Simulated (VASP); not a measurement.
# Li (P1) in VASP: notebook, part 2 of 2

VASP 6.6.1.

## (4) Single point, PBE

This run uses another cell than the first one, of 22.32 Å³/atom, 1.451 times its volume.

File INCAR:

```
PREC = Accurate ; ENCUT = 520
EDIFF = 1E-6 ; ISMEAR = -1
SIGMA = 0.1 ; LREAL = Auto
LASPH = T ; NELM = 100
ALGO = Normal ; ISIF = 2
LWAVE = F ; LCHARG = F
GGA = PE ; NBANDS = 38
```

File KPOINTS:

```
regular mesh
0
Gamma
  2 2 2
```

File POSCAR:

```
Li
1.0
    7.0944470000      0.0000000000      0.0000000000
    0.0000000000      7.0944470000      0.0000000000
    0.0000000000      0.0000000000      7.0944470000
Li
16
Direct
   -0.0111072787     -0.0054408751      0.1080422477
    0.6275189595     -0.0049757226      0.0086405607
   -0.0547470437      0.5604665170      0.1127219641
   -0.0537603565      0.0356053122      0.5172637134
    0.1878229551      0.2689568334      0.2478558230
    0.4581329595      0.4193561528      0.0434847142
    0.5401830474      0.0468535462      0.6571054798
    0.6887358521      0.3489771648      0.2938918284
   -0.0857431171      0.4895941854      0.5276380245
    0.2120390779      0.7834578227      0.3344587675
    0.1506530389      0.2055551335      0.8825775991
    0.3903052627      0.4694798622      0.5420718486
    0.6910757103      0.7993011999      0.4431494097
    0.7784821002      0.2643898813      0.8139746481
    0.3052810177      0.7451461685      0.8818023448
    0.8038681521      0.7496285475      0.8039386297
```

Potentials or basis: VASP PAW PBE potentials, release 64 (Li_sv).

Launch:

```console
$ cat potpaw_PBE.64/Li_sv/POTCAR > POTCAR
$ mpirun -np 1 vasp_std > vasp.out
```

OUTCAR:

```text
PREC = Accurate
   ENCUT = 520
   EDIFF = 1E-6
   ISMEAR = -1
   LREAL = Auto
   LASPH = T
   NELM = 100
   ISIF = 2
   GGA = PE

 ion  position               nearest neighbor table
   1  0.989  0.995  0.108-  11 2.47   5 2.60
   2  0.628  0.995  0.009-  16 2.59  14 2.59   7 2.60
   3  0.945  0.560  0.113-
   4  0.946  0.036  0.517-  13 2.52
   5  0.188  0.269  0.248-   1 2.60
   6  0.458  0.419  0.043-   8 2.47
   7  0.540  0.047  0.657-  14 2.55  13 2.56   2 2.60
   8  0.689  0.349  0.294-   6 2.47   9 2.51
   9  0.914  0.490  0.528-   8 2.51
  10  0.212  0.783  0.334-
  11  0.151  0.206  0.883-   1 2.47
  12  0.390  0.469  0.542-
  13  0.691  0.799  0.443-   4 2.52   7 2.56
  14  0.778  0.264  0.814-   7 2.55   2 2.59
  15  0.305  0.745  0.882-
  16  0.804  0.750  0.804-   2 2.59

  LATTYP: Found a simple cubic cell.
 ALAT       =     7.0944470000

  Lattice vectors:

 A1 = (   7.0944470000,   0.0000000000,   0.0000000000)
 A2 = (   0.0000000000,   7.0944470000,   0.0000000000)
 A3 = (   0.0000000000,   0.0000000000,   7.0944470000)

Analysis of symmetry for initial positions (statically):
=====================================================================
 Subroutine PRICEL returns:
 Original cell was already a primitive cell.

 Routine SETGRP: Setting up the symmetry group for a
 simple cubic supercell.

 Subroutine GETGRP returns: Found  1 space group operations
 (whereof  1 operations were pure point group operations)
 out of a pool of 48 trial point group operations.

The static configuration has the point symmetry C_1 .

Analysis of symmetry for dynamics (positions and initial velocities):
=====================================================================
 Subroutine PRICEL returns:
[... 141 lines left out ...]
  volume/ion in A,a.u.               =      22.32       150.60
  Fermi-wavevector in a.u.,A,eV,Ry     =   0.838629  1.584780  9.568965  0.703299
  Thomas-Fermi vector in A             =   1.952715
   LORBIT       =      0    0 simple, 1 ext, 2 COOP (PROOUT), +10 PAW based schemes
   GGA     = PE    functional components
   LHFCALC =     F    Hartree Fock is set to
   AEXX    =    0.0000 exact exchange contribution
   IVDW    =     0    specifies the selected vdW correction
   LEPSILON=     F    determine dielectric tensor
   LRPA    =     F    only Hartree local field effects (RPA)
 non-spin polarized calculation
  energy-cutoff  :      520.00
  volume of cell :      357.07
 maximum number of plane-waves:      9771
 NGX is ok and might be reduce to    54
   NGX = 27   NGY = 27   NGZ = 27

 number of electron      47.9999978 magnetization

 Free energy of the ion-electron system (eV)
  ---------------------------------------------------
  ext. energy  EPLUGINS =         0.00000000
  ---------------------------------------------------
  free energy    TOTEN  =       -27.76473189 eV

  energy without entropy =      -27.45621574  energy(sigma->0) =      -27.61047381

 E-fermi :   0.1885     XC(G=0):  -6.7704

 val. band max:        0.1848175055   @ k =   0.5000   0.5000   0.0000
 cond. band min:       0.2090669860   @ k =   0.0000   0.5000   0.5000
 fundamental gap:      0.0242494805
 Fermi energy:         0.1884812001

 k-point     1 :       0.0000    0.0000    0.0000
  band No.  band energies     occupation
      1     -46.8102      2.00000
      2     -46.7123      2.00000
      3     -46.6812      2.00000
      4     -46.5900      2.00000
      5     -46.5416      2.00000
      6     -46.5250      2.00000
[... 301 lines left out ...]
     35       3.2511      0.00000
     36       3.2990      0.00000
 [bands above 36 left out]

------------------------ aborting loop because EDIFF is reached ----------------------------------------

  FORCE on cell =-STRESS in cart. coord.  units (eV):
  Direction    XX          YY          ZZ          XY          YZ          ZX
  --------------------------------------------------------------------------------------
  -------------------------------------------------------------------------------------
  Total       -0.2221660     -0.5311612      2.2256193      1.1118919     -0.2328107      1.3353103
  in kB       -0.9968564     -2.3833140      9.9863279      4.9890462     -1.0446190      5.9915217
  external PRESSURE =       2.2020525 kB  Pullay stress =       0.0000000 kB

 VOLUME and BASIS-vectors are now :
 -----------------------------------------------------------------------------
  energy-cutoff  :      520.00
  volume of cell :      357.07
      direct lattice vectors                 reciprocal lattice vectors
     7.094447000  0.000000000  0.000000000     0.140955313  0.000000000  0.000000000
     0.000000000  7.094447000  0.000000000     0.000000000  0.140955313  0.000000000
     0.000000000  0.000000000  7.094447000     0.000000000  0.000000000  0.140955313

 POSITION                                       TOTAL-FORCE (eV/Angst)
 -----------------------------------------------------------------------------------
      7.01565      7.05585      0.76650        -0.447175     -0.306107      0.054508
      4.45190      7.05915      0.06130        -0.514286     -0.004614      0.849272
      6.70605      3.97620      0.79970         0.130798      0.002225     -0.105985
      6.71305      0.25260      3.66970         0.298754      0.311677      0.241479
      1.33250      1.90810      1.75840         0.063212      0.015352      0.567846
      3.25020      2.97510      0.30850         0.077022      0.308495     -0.449829
[... 8 lines left out ...]
      2.16580      5.28640      6.25590        -0.259284      0.141126     -0.146872
      5.70300      5.31820      5.70350         0.111808     -0.173729     -0.020055
 -----------------------------------------------------------------------------------
    total drift:                               -0.009772     -0.006178      0.006310

  FREE ENERGIE OF THE ION-ELECTRON SYSTEM (eV)
  ---------------------------------------------------
  free  energy   TOTEN  =       -27.7647318889 eV

  energy  without entropy=      -27.4562157373  energy(sigma->0) =      -27.61047381
```

OSZICAR:

```text
N       E                     dE             d eps       ncg     rms          rms(c)
DAV:   1     0.272572344208E+03    0.27257E+03   -0.21186E+04   616   0.125E+03
DAV:   2     0.462758327940E+02   -0.22630E+03   -0.21112E+03   608   0.333E+02
DAV:   3    -0.106915689337E+02   -0.56967E+02   -0.55203E+02  1128   0.828E+01
DAV:   4    -0.251861919311E+02   -0.14495E+02   -0.14147E+02  1040   0.669E+01
DAV:   5    -0.285428449678E+02   -0.33567E+01   -0.33540E+01  1082   0.205E+01    0.261E+00
DAV:   6    -0.278517332240E+02    0.69111E+00   -0.15018E+00   866   0.618E+00    0.109E+00
DAV:   7    -0.277664490235E+02    0.85284E-01   -0.38471E-01   960   0.208E+00    0.357E-01
DAV:   8    -0.277651208322E+02    0.13282E-02   -0.60483E-02   960   0.869E-01    0.198E-01
DAV:   9    -0.277646899280E+02    0.43090E-03   -0.58690E-03   968   0.289E-01    0.107E-01
DAV:  10    -0.277647297971E+02   -0.39869E-04   -0.89820E-04   960   0.121E-01    0.301E-02
DAV:  11    -0.277647356010E+02   -0.58039E-05   -0.11974E-04   984   0.464E-02    0.119E-02
DAV:  12    -0.277647321909E+02    0.34101E-05   -0.10384E-05   952   0.180E-02    0.364E-03
DAV:  13    -0.277647318889E+02    0.30200E-06   -0.35106E-06   552   0.776E-03
   1 F= -.27764732E+02 E0= -.27610474E+02  d E =-.308516E+00
```

Wall time 2 min (1 thread of Intel Xeon Platinum 8488C (Sapphire Rapids), shared host); peak memory 0.36 GiB.

What came out:

| Item | Value |
| --- | --- |
| Free energy | -27.7647 eV |
| Largest force | 0.993 eV/Å |
| Band gap on the k mesh | zero (band 24 reaches 0.52 eV, above the bottom of band 25 at -0.13 eV) |

Forces on the atoms (eV/Å):
```
Li  -0.447 -0.306  0.055
Li  -0.514 -0.005  0.849
Li   0.131  0.002 -0.106
Li   0.299  0.312  0.241
Li   0.063  0.015  0.568
Li   0.077  0.308 -0.450
Li  -0.680  0.303 -0.351
Li   0.103 -0.689  0.128
Li   0.626  0.027  0.216
Li   0.298 -0.111  0.061
Li   0.330  0.182 -0.713
Li   0.116 -0.043  0.333
Li  -0.322 -0.461 -0.805
Li   0.067  0.498  0.141
Li  -0.259  0.141 -0.147
Li   0.112 -0.174 -0.020
```

Caveat: the k points lie up to 0.44 Å⁻¹ apart; the cutoff is under 1.25 times the usual one of these potentials, so pressure, stress and relaxed cells hold a basis-set (Pulay) error.

## (5) Single point, PBE

This run uses another cell than the first one, of 22.32 Å³/atom, 1.451 times its volume.

File INCAR:

```
SYSTEM = Li
PREC     = Accurate       ! precision mode
ENCUT    = 520            ! plane-wave cutoff, eV
EDIFF    = 1E-7           ! SCF threshold, eV
ISMEAR   = -1             ! smearing method
SIGMA    = 0.1            ! smearing width, eV
LREAL    = Auto         
LASPH    = .True.         ! aspherical terms in the spheres
NELM     = 100            ! most SCF steps
ALGO     = Normal         ! electronic algorithm
ISIF     = 2              ! what is computed and relaxed
LWAVE    = .False.        ! write WAVECAR
LCHARG   = .False.        ! write CHGCAR
GGA      = PE             ! functional
NBANDS   = 38             ! bands
```

File KPOINTS:

```
regular mesh
0
Gamma
  2 2 2
  0 0 0
```

File POSCAR:

```
Li
1.0
    7.0944470000      0.0000000000      0.0000000000
    0.0000000000      7.0944470000      0.0000000000
    0.0000000000      0.0000000000      7.0944470000
Li
16
Direct
   -0.0886045100      0.0162380521      0.1604071466
    0.3682880427      0.0232717222      0.0674330219
    0.0468253551      0.5645542211      0.1747563975
    0.0076397780      0.0575097679      0.5860921930
    0.2619090678      0.3100030207      0.2855190827
    0.5030695134      0.5342065421     -0.0730853300
    0.5018995843      0.0794987967      0.6654641299
    0.7118102369      0.2864352923      0.3033922165
   -0.0125450229      0.5816239095      0.5939434039
    0.2814454742      0.7618493732      0.4441642879
    0.1515551529      0.1782661848      0.8735000769
    0.3650742616      0.3922927326      0.6046841988
    0.6424038406      0.7278368561      0.3355300279
    0.7814280662      0.2637414868      0.9375924579
    0.1535003362      0.7895893788      0.8843254450
    0.6585855106      0.7925353449      0.8102534278
```

Potentials or basis: VASP PAW PBE potentials, release 64 (Li_sv).

Launch:

```console
$ cat potpaw_PBE.64/Li_sv/POTCAR > POTCAR
$ mpirun -np 1 vasp_std > vasp.out
```

OUTCAR:

```text
SYSTEM = Li
   PREC = Accurate
   ENCUT = 520
   EDIFF = 1E-7
   ISMEAR = -1
   LREAL = Auto
   LASPH = .True.
   NELM = 100
   ISIF = 2
   GGA = PE

 ion  position               nearest neighbor table
   1  0.911  0.016  0.160-  14 2.54   8 2.59
   2  0.368  0.023  0.067-  11 2.34  15 2.60
   3  0.047  0.565  0.175-   5 2.49
   4  0.008  0.058  0.586-  11 2.44
   5  0.262  0.310  0.286-  12 2.45   3 2.49
   6  0.503  0.534  0.927-  16 2.29
   7  0.502  0.079  0.665-  12 2.46  16 2.54
   8  0.712  0.286  0.303-   1 2.59
   9  0.987  0.582  0.594-
  10  0.281  0.762  0.444-
  11  0.152  0.178  0.874-   2 2.34   4 2.44
  12  0.365  0.392  0.605-   5 2.45   7 2.46
  13  0.642  0.728  0.336-
  14  0.781  0.264  0.938-   1 2.54
  15  0.154  0.790  0.884-   2 2.60
  16  0.659  0.793  0.810-   6 2.29   7 2.54

  LATTYP: Found a simple cubic cell.
 ALAT       =     7.0944470000

  Lattice vectors:

 A1 = (   7.0944470000,   0.0000000000,   0.0000000000)
[... 190 lines left out ...]
 val. band max:        0.1182769498   @ k =   0.0000   0.5000   0.5000
 cond. band min:       0.1786115006   @ k =   0.5000   0.5000   0.0000
 fundamental gap:      0.0603345508
 Fermi energy:         0.1676919369

 k-point     1 :       0.0000    0.0000    0.0000
  band No.  band energies     occupation
      1     -46.8285      2.00000
      2     -46.8161      2.00000
      3     -46.7501      2.00000
      4     -46.6648      2.00000
      5     -46.5730      2.00000
      6     -46.5500      2.00000
[... 301 lines left out ...]
     35       3.1788      0.00000
     36       3.3291      0.00000
 [bands above 36 left out]

------------------------ aborting loop because EDIFF is reached ----------------------------------------

  FORCE on cell =-STRESS in cart. coord.  units (eV):
  Direction    XX          YY          ZZ          XY          YZ          ZX
  --------------------------------------------------------------------------------------
  -------------------------------------------------------------------------------------
  Total       -1.7735074      0.8490401      0.1680840     -1.8041714     -0.7894399      0.9096278
  in kB       -7.9577070      3.8096331      0.7541910     -8.0952961     -3.5422075      4.0814893
  external PRESSURE =      -1.1312943 kB  Pullay stress =       0.0000000 kB

 VOLUME and BASIS-vectors are now :
 -----------------------------------------------------------------------------
  energy-cutoff  :      520.00
  volume of cell :      357.07
      direct lattice vectors                 reciprocal lattice vectors
     7.094447000  0.000000000  0.000000000     0.140955313  0.000000000  0.000000000
     0.000000000  7.094447000  0.000000000     0.000000000  0.140955313  0.000000000
     0.000000000  0.000000000  7.094447000     0.000000000  0.000000000  0.140955313

 POSITION                                       TOTAL-FORCE (eV/Angst)
 -----------------------------------------------------------------------------------
      6.46585      0.11520      1.13800         0.385778     -0.717725      0.131005
      2.61280      0.16510      0.47840         0.896006     -0.320594      0.527526
      0.33220      4.00520      1.23980        -0.394970      0.057800     -0.246448
      0.05420      0.40800      4.15800        -0.256050     -0.118488     -0.524728
      1.85810      2.19930      2.02560        -0.055561     -0.292638     -0.189614
      3.56900      3.78990      6.57595        -0.646440     -0.548847      0.675465
[... 8 lines left out ...]
      1.08900      5.60170      6.27380         0.038083     -0.208560     -0.260076
      4.67230      5.62260      5.74830         0.727462      0.421041     -0.073130
 -----------------------------------------------------------------------------------
    total drift:                               -0.003013     -0.008053     -0.008814

  FREE ENERGIE OF THE ION-ELECTRON SYSTEM (eV)
  ---------------------------------------------------
  free  energy   TOTEN  =       -27.6333866374 eV

  energy  without entropy=      -27.3594204881  energy(sigma->0) =      -27.49640356
```

OSZICAR:

```text
N       E                     dE             d eps       ncg     rms          rms(c)
DAV:   1     0.280454542331E+03    0.28045E+03   -0.21377E+04   624   0.125E+03
DAV:   2     0.470733703281E+02   -0.23338E+03   -0.21718E+03   616   0.337E+02
DAV:   3    -0.104271015137E+02   -0.57500E+02   -0.55844E+02  1110   0.834E+01
DAV:   4    -0.247436994227E+02   -0.14317E+02   -0.14025E+02  1010   0.669E+01
DAV:   5    -0.281840293438E+02   -0.34403E+01   -0.34368E+01  1088   0.208E+01    0.247E+00
DAV:   6    -0.276656675585E+02    0.51836E+00   -0.15083E+00   826   0.624E+00    0.964E-01
DAV:   7    -0.276371345597E+02    0.28533E-01   -0.29523E-01  1024   0.204E+00    0.368E-01
DAV:   8    -0.276335730635E+02    0.35615E-02   -0.40923E-02   952   0.801E-01    0.156E-01
DAV:   9    -0.276334270252E+02    0.14604E-03   -0.68497E-03   968   0.296E-01    0.836E-02
DAV:  10    -0.276333940352E+02    0.32990E-04   -0.96179E-04   960   0.116E-01    0.382E-02
DAV:  11    -0.276333912598E+02    0.27755E-05   -0.81816E-05   992   0.491E-02    0.108E-02
DAV:  12    -0.276333883364E+02    0.29234E-05   -0.18875E-05   912   0.212E-02    0.434E-03
DAV:  13    -0.276333866423E+02    0.16941E-05   -0.30569E-06  1000   0.841E-03    0.125E-03
DAV:  14    -0.276333866374E+02    0.49222E-08   -0.96141E-07   704   0.411E-03
   1 F= -.27633387E+02 E0= -.27496404E+02  d E =-.273966E+00
```

stdout:

```text
POSCAR found type information on POSCAR Li
 POSCAR found :  1 types and      16 ions
 scaLAPACK will be used
 LDA part: xc-table for (Slater+PW92), standard interpolation
 POSCAR, INCAR and KPOINTS ok, starting setup
 FFT: planning ... GRIDC
 FFT: planning ... GRID_SOFT
 FFT: planning ... GRID
 WAVECAR not read
 entering main loop
```

It took 2.4 min on 1 thread of Intel Xeon Platinum 8488C (Sapphire Rapids), shared host; peak memory 0.37 GiB.

What came out:

- Free energy: -27.6334 eV
- Largest force: 1.088 eV/Å
- Band gap on the k mesh: zero (band 24 reaches 0.60 eV, above the bottom of band 25 at -0.10 eV)

Forces in eV/Å, atoms in the order of the input:
```
Li   0.386 -0.718  0.131
Li   0.896 -0.321  0.528
Li  -0.395  0.058 -0.246
Li  -0.256 -0.118 -0.525
Li  -0.056 -0.293 -0.190
Li  -0.646 -0.549  0.675
Li   0.015 -0.213 -0.239
Li  -0.326  0.309  0.562
Li  -0.458 -0.450  0.116
Li   0.049  0.397 -0.022
Li  -0.049  0.883  0.022
Li   0.022  0.578  0.238
Li   0.167 -0.023 -0.095
Li  -0.115  0.247 -0.622
Li   0.038 -0.209 -0.260
Li   0.727  0.421 -0.073
```

Caveat: the k points lie up to 0.44 Å⁻¹ apart; the cutoff is under 1.25 times the usual one of these potentials, so pressure, stress and relaxed cells hold a basis-set (Pulay) error; forces of over 1 eV/Å act on the atoms, so gaps and moduli don't describe the material at rest.
